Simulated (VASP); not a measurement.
# BaTiO3 (P4/mmm) in VASP: a series of runs

The runs below take BaTiO3 through single point, with PBE.

All numbers are computed with VASP 6.6.1; they aren't measurements. Logs are shortened: lines on timing, memory, paths and dates and some standing lists are left out, and cuts for length are marked.

## 1. The cell of the first run

Symmetry: P4/mmm, No. 123, tetragonal system. Conventional cell: a = 4.000 Å, b = 4.000 Å, c = 3.938 Å, α = 90.00°, β = 90.00°, γ = 90.00°. Within 3.7 Å of Ba (site symmetry 4/mmm) lie 12 O at 2.81 to 2.83 Å and 8 Ti at 3.45 Å. Within 2.6 Å of Ti (site symmetry 4/mmm) lie 6 O at 1.97 to 2.00 Å. O (site symmetry 4/mmm) has 2 Ti at 1.97 Å within 2.6 Å. Within 2.6 Å of O (site symmetry mmm) lie 2 Ti at 2.00 Å.

## 2. Single point, PBE (zz strain of -2 %)

INCAR reads:

```
SYSTEM = BaTiO3
ALGO = Normal
EDIFF = 1E-6
ENCUT = 520
GGA = PE
ISIF = 2
ISMEAR = -1
LASPH = .TRUE.
LCHARG = .FALSE.
LREAL = .FALSE.
LWAVE = .FALSE.
NBANDS = 28
NELM = 100
PREC = Accurate
SIGMA = 0.03
```

KPOINTS reads:

```
k-points
0
G
  7 7 7
  0 0 0
```

POSCAR reads:

```
BaTiO3
1.0
    3.9998000000      0.0000000000      0.0000000000
    0.0000000000      3.9998000000      0.0000000000
    0.0000000000      0.0000000000      3.9376400000
Ba Ti O
1 1 3
Direct
    0.0000000000      0.0000000000      0.0000000000
    0.5000000000      0.5000000000      0.5000000000
    0.5000000000      0.5000000000      0.0000000000
    0.5000000000      0.0000000000      0.5000000000
    0.0000000000      0.5000000000      0.5000000000
```

Potentials or basis: VASP PAW PBE potentials, release 64 (Ba_sv, Ti_sv, O).

Command:

```console
cat potpaw_PBE.64/Ba_sv/POTCAR potpaw_PBE.64/Ti_sv/POTCAR potpaw_PBE.64/O/POTCAR > POTCAR
mpirun -np 1 vasp_std > vasp.out
```

OUTCAR:

```text
SYSTEM = BaTiO3
   EDIFF = 1E-6
   ENCUT = 520
   GGA = PE
   ISIF = 2
   ISMEAR = -1
   LASPH = .TRUE.
   LREAL = .FALSE.
   NELM = 100
   PREC = Accurate

 ion  position               nearest neighbor table
   1  0.000  0.000  0.000-   4 2.81   5 2.81   4 2.81   5 2.81   5 2.81   5 2.81   4 2.81   4 2.81
                             3 2.83   3 2.83   3 2.83   3 2.83   2 3.45   2 3.45   2 3.45   2 3.45
   2  0.500  0.500  0.500-   3 1.97   3 1.97   5 2.00   4 2.00   4 2.00   5 2.00   1 3.45   1 3.45
                             1 3.45   1 3.45   1 3.45   1 3.45   1 3.45   1 3.45
   3  0.500  0.500  0.000-   2 1.97   2 1.97   1 2.83   1 2.83   1 2.83   1 2.83
   4  0.500  0.000  0.500-   2 2.00   2 2.00   1 2.81   1 2.81   1 2.81   1 2.81
   5  0.000  0.500  0.500-   2 2.00   2 2.00   1 2.81   1 2.81   1 2.81   1 2.81

  LATTYP: Found a simple tetragonal cell.
 ALAT       =     3.9998000000
 C/A-ratio  =     0.9844592230

  Lattice vectors:

 A1 = (   3.9998000000,   0.0000000000,   0.0000000000)
 A2 = (   0.0000000000,   3.9998000000,   0.0000000000)
 A3 = (   0.0000000000,   0.0000000000,   3.9376400000)

Analysis of symmetry for initial positions (statically):
=====================================================================
 Subroutine PRICEL returns:
 Original cell was already a primitive cell.

 Routine SETGRP: Setting up the symmetry group for a
 simple tetragonal supercell.

 Subroutine GETGRP returns: Found 16 space group operations
 (whereof 16 operations were pure point group operations)
 out of a pool of 16 trial point group operations.

The static configuration has the point symmetry D_4h.

Analysis of symmetry for dynamics (positions and initial velocities):
=====================================================================
 Subroutine PRICEL returns:
 Original cell was already a primitive cell.

 Routine SETGRP: Setting up the symmetry group for a
 simple tetragonal supercell.

 Subroutine GETGRP returns: Found 16 space group operations
 (whereof 16 operations were pure point group operations)
 out of a pool of 16 trial point group operations.

The dynamic configuration has the point symmetry D_4h.

 Subroutine INISYM returns: Found 16 space group operations
 (whereof 16 operations are pure point group operations),
 and found     1 'primitive' translations

----------------------------------------------------------------------------------------

                                     Primitive cell

  volume of cell :      62.9959

  direct lattice vectors                    reciprocal lattice vectors
     3.999800000  0.000000000  0.000000000     0.250012501  0.000000000  0.000000000
     0.000000000  3.999800000  0.000000000     0.000000000  0.250012501  0.000000000
     0.000000000  0.000000000  3.937640000     0.000000000  0.000000000  0.253959224

  length of vectors
     3.999800000  3.999800000  3.937640000     0.250012501  0.250012501  0.253959224

  position of ions in fractional coordinates (direct lattice)
     0.000000000  0.000000000  0.000000000
     0.500000000  0.500000000  0.500000000
     0.500000000  0.500000000  0.000000000
     0.500000000  0.000000000  0.500000000
     0.000000000  0.500000000  0.500000000

  ion indices of the primitive-cell ions
   primitive index   ion index
                 1           1
                 2           2
                 3           3
                 4           4
                 5           5

----------------------------------------------------------------------------------------

 KPOINTS: k-points

Automatic generation of k-mesh.
 Grid dimensions read from file:
 generate k-points for:    7    7    7

 Generating k-lattice:

  Cartesian coordinates                     Fractional coordinates (reciprocal lattice)
     0.035716072  0.000000000  0.000000000     0.142857143  0.000000000  0.000000000
     0.000000000  0.035716072  0.000000000     0.000000000  0.142857143  0.000000000
     0.000000000  0.000000000  0.036279889     0.000000000  0.000000000  0.142857143

  Length of vectors
     0.035716072  0.035716072  0.036279889

  Shift w.r.t. Gamma in fractional coordinates (k-lattice)
     0.000000000  0.000000000  0.000000000

 Subroutine IBZKPT returns following result:
 ===========================================

 Found     40 irreducible k-points:

 Following reciprocal coordinates:
            Coordinates               Weight
  0.000000  0.000000  0.000000      1.000000
  0.142857  0.000000  0.000000      4.000000
  0.285714  0.000000  0.000000      4.000000
  0.428571  0.000000  0.000000      4.000000
  0.142857  0.142857  0.000000      4.000000
  0.285714  0.142857  0.000000      8.000000
[... 16 lines left out ...]
  0.285714  0.000000  0.285714      8.000000
  0.428571  0.000000  0.285714      8.000000
 [... further k-points ...]
   k-points           NKPTS =     40   k-points in BZ     NKDIM =     40   number of bands    NBANDS=     28
   number of dos      NEDOS =    301   number of ions     NIONS =      5
   total plane-waves  NPLWV =  27000
   dimension x,y,z NGX =    30 NGY =   30 NGZ =   30
   dimension x,y,z NGXF=    60 NGYF=   60 NGZF=   60
   ions per type =               1   1   3
   NGX,Y,Z   is equivalent  to a cutoff of  12.47, 12.47, 12.67 a.u.
   NGXF,Y,Z  is equivalent  to a cutoff of  24.94, 24.94, 25.33 a.u.
 SYSTEM =  BaTiO3
   PREC   = accura    normal or accurate (medium, high low for compatibility)
   ISTART =      0    job   : 0-new  1-cont  2-samecut
   ICHARG =      2    charge: 1-file 2-atom 10-const
   ISPIN  =      1    spin polarized calculation?
   LNONCOLLINEAR =      F non collinear calculations
   LSORBIT =      F    spin-orbit coupling
   LASPH  =      T    aspherical Exc in radial PAW
   ENCUT  =  520.0 eV  38.22 Ry    6.18 a.u.   7.44  7.44  7.32*2*pi/ulx,y,z
   NELM   =    100;   NELMIN=  2; NELMDL= -5     # of ELM steps
   EDIFF  = 0.1E-05   stopping-criterion for ELM
   LREAL  =      F    real-space projection
   EDIFFG = 0.1E-04   stopping-criterion for IOM
   NSW    =      0    number of steps for IOM
   IBRION =     -1    ionic relax: 0-MD 1-quasi-New 2-CG
   NFREE  =      0    steps in history (QN), initial steepest desc. (CG)
   ISIF   =      2    stress and relaxation
   ISYM   =      2    0-nonsym 1-usesym 2-fastsym
   POTIM  = 0.5000    time-step for ionic-motion
   TEBEG  =    0.0;   TEEND  =   0.0 temperature during run
   PSTRESS=    0.0 pullay stress
   NELECT =      40.0000    total number of electrons
   NUPDOWN=      -1.0000    fix difference up-down
   EMIN   =  10.00;   EMAX   =-10.00  energy-range for DOS
   EFERMI =   0.00;   METHOD = LEGACY
   ISMEAR =    -1;   SIGMA  =   0.03  broadening in eV -4-tet -1-fermi 0-gaus
   EFERMI_NEDOS =   21; number of points for ismear=-14 and -15
   IALGO  =     38    algorithm
   IMIX   =      4    mixing-type and parameters
     AMIX     =   0.40;   BMIX     =  1.00
     AMIX_MAG =   1.60;   BMIX_MAG =  1.00
  volume/ion in A,a.u.               =      12.60        85.02
  Fermi-wavevector in a.u.,A,eV,Ry     =   1.407097  2.659027 26.938466  1.979921
  Thomas-Fermi vector in A             =   2.529390
   LORBIT       =      0    0 simple, 1 ext, 2 COOP (PROOUT), +10 PAW based schemes
   GGA     = PE    functional components
   LHFCALC =     F    Hartree Fock is set to
   AEXX    =    0.0000 exact exchange contribution
   IVDW    =     0    specifies the selected vdW correction
   LEPSILON=     F    determine dielectric tensor
   LRPA    =     F    only Hartree local field effects (RPA)
 non-spin polarized calculation
  energy-cutoff  :      520.00
  volume of cell :       63.00
 maximum number of plane-waves:      1727
 NGX is ok and might be reduce to    30
   NGX = 15   NGY = 15   NGZ = 15

 number of electron      39.9999981 magnetization

 Free energy of the ion-electron system (eV)
  ---------------------------------------------------
  ext. energy  EPLUGINS =         0.00000000
  ---------------------------------------------------
  free energy    TOTEN  =       -39.91980087 eV

  energy without entropy =      -39.91980087  energy(sigma->0) =      -39.91980087

 E-fermi :   4.6088     XC(G=0): -11.3537

 val. band max:        3.9128039891   @ k =   0.4286   0.4286   0.4286
 cond. band min:       5.7321085320   @ k =   0.0000   0.0000   0.0000
 fundamental gap:      1.8193045429
 Fermi energy:         4.6087594939

 k-point     1 :       0.0000    0.0000    0.0000
  band No.  band energies     occupation
      1     -52.5907      2.00000
      2     -28.8173      2.00000
      3     -28.8091      2.00000
      4     -28.8091      2.00000
      5     -20.8021      2.00000
      6     -12.9701      2.00000
[... 20 lines left out ...]
     27       9.1243      0.00000
     28      11.5549      0.00000

 k-point     2 :       0.1429    0.0000    0.0000
  band No.  band energies     occupation
      1     -52.5905      2.00000
      2     -28.8193      2.00000
      3     -28.8169      2.00000
      4     -28.8087      2.00000
      5     -20.7786      2.00000
      6     -12.9956      2.00000
[... 20 lines left out ...]
     27       9.5188      0.00000
     28      12.0365      0.00000

 k-point     3 :       0.2857    0.0000    0.0000
  band No.  band energies     occupation
      1     -52.5901      2.00000
      2     -28.8420      2.00000
      3     -28.8161      2.00000
      4     -28.8078      2.00000
      5     -20.7250      2.00000
      6     -13.1084      2.00000
[... 20 lines left out ...]
     27      10.5034      0.00000
     28      12.4157      0.00000

 k-point     4 :       0.4286    0.0000    0.0000
  band No.  band energies     occupation
      1     -52.5897      2.00000
      2     -28.8601      2.00000
      3     -28.8154      2.00000
      4     -28.8071      2.00000
      5     -20.6810      2.00000
      6     -13.2285      2.00000
[... 20 lines left out ...]
     27      11.4813      0.00000
     28      12.2925      0.00000

 k-point     5 :       0.1429    0.1429    0.0000
  band No.  band energies     occupation
      1     -52.5903      2.00000
      2     -28.8191      2.00000
      3     -28.8185      2.00000
      4     -28.8166      2.00000
      5     -20.7567      2.00000
      6     -12.9943      2.00000
[... 20 lines left out ...]
     27       9.9130      0.00000
     28      12.2444      0.00000

 k-point     6 :       0.2857    0.1429    0.0000
  band No.  band energies     occupation
      1     -52.5899      2.00000
      2     -28.8414      2.00000
      3     -28.8178      2.00000
      4     -28.8157      2.00000
      5     -20.7067      2.00000
      6     -13.0530      2.00000
[... 463 lines left out ...]
      5     -20.7167      2.00000
      6     -13.0445      2.00000
[... 20 lines left out ...]
     27      10.4854      0.00000
     28      12.3352      0.00000

 k-point    22 :       0.1429    0.0000    0.2857
  band No.  band energies     occupation
      1     -52.5897      2.00000
      2     -28.8567      2.00000
      3     -28.8175      2.00000
      4     -28.8071      2.00000
      5     -20.6986      2.00000
      6     -12.9854      2.00000
[... 20 lines left out ...]
     27      10.8637      0.00000
     28      12.6039      0.00000

 k-point    23 :       0.2857    0.0000    0.2857
  band No.  band energies     occupation
      1     -52.5893      2.00000
      2     -28.8554      2.00000
      3     -28.8398      2.00000
      4     -28.8063      2.00000
      5     -20.6575      2.00000
      6     -12.8914      2.00000
[... 20 lines left out ...]
     27      11.8829      0.00000
     28      12.7289      0.00000

 k-point    24 :       0.4286    0.0000    0.2857
  band No.  band energies     occupation
      1     -52.5889      2.00000
      2     -28.8576      2.00000
      3     -28.8543      2.00000
      4     -28.8056      2.00000
      5     -20.6238      2.00000
      6     -12.8742      2.00000
[... 20 lines left out ...]
     27      12.5827      0.00000
     28      12.9642      0.00000

 [... further k-points ...]

------------------------ aborting loop because EDIFF is reached ----------------------------------------

  FORCE on cell =-STRESS in cart. coord.  units (eV):
  Direction    XX          YY          ZZ          XY          YZ          ZX
  --------------------------------------------------------------------------------------
  -------------------------------------------------------------------------------------
  Total        2.3990319      2.3990319      3.7406616      0.0000000     -0.0000000      0.0000000
  in kB       61.0146380     61.0146380     95.1363419      0.0000000     -0.0000000      0.0000000
  external PRESSURE =      72.3885393 kB  Pullay stress =       0.0000000 kB

 VOLUME and BASIS-vectors are now :
 -----------------------------------------------------------------------------
  energy-cutoff  :      520.00
  volume of cell :       63.00
      direct lattice vectors                 reciprocal lattice vectors
     3.999800000  0.000000000  0.000000000     0.250012501  0.000000000  0.000000000
     0.000000000  3.999800000  0.000000000     0.000000000  0.250012501  0.000000000
     0.000000000  0.000000000  3.937640000     0.000000000  0.000000000  0.253959224

 POSITION                                       TOTAL-FORCE (eV/Angst)
 -----------------------------------------------------------------------------------
      0.00000      0.00000      0.00000         0.000000      0.000000      0.000000
      1.99990      1.99990      1.96882         0.000000      0.000000      0.000000
      1.99990      1.99990      0.00000         0.000000      0.000000      0.000000
      1.99990      0.00000      1.96882         0.000000      0.000000      0.000000
      0.00000      1.99990      1.96882         0.000000      0.000000      0.000000
 -----------------------------------------------------------------------------------
    total drift:                                0.000000      0.000000     -0.000000

  FREE ENERGIE OF THE ION-ELECTRON SYSTEM (eV)
  ---------------------------------------------------
  free  energy   TOTEN  =       -39.9198008709 eV

  energy  without entropy=      -39.9198008709  energy(sigma->0) =      -39.91980087
```

Wall time 63 s (1 thread of Intel Xeon Platinum 8259CL at 2.50GHz (Skylake/Cascade Lake), shared host); peak memory 0.21 GiB.

Results:

* Free energy: -39.9198 eV
* Pressure: 7.2 GPa
* Band gap on the k mesh: 1.82 eV (least direct gap 1.88 eV)

Levels at points of the mesh, in eV from the valence-band top:
| k point | band 17 | band 18 | band 19 | band 20 | band 21 | band 22 | band 23 | band 24 |
| --- | --- | --- | --- | --- | --- | --- | --- | --- |
| (0.00, 0.00, 0.00) | -1.02 | -0.08 | -0.08 | -0.06 | 1.82 | 1.85 | 1.85 | 4.03 |

Caveat: the cell differs from its parent crystal (zz strain of -2 %); the cell stands under pressure; spin-orbit coupling is left out, which moves the levels of the heavy elements; an odd mesh through Γ misses points on the zone boundary, where band edges can lie.

[end of part 1 of 2]
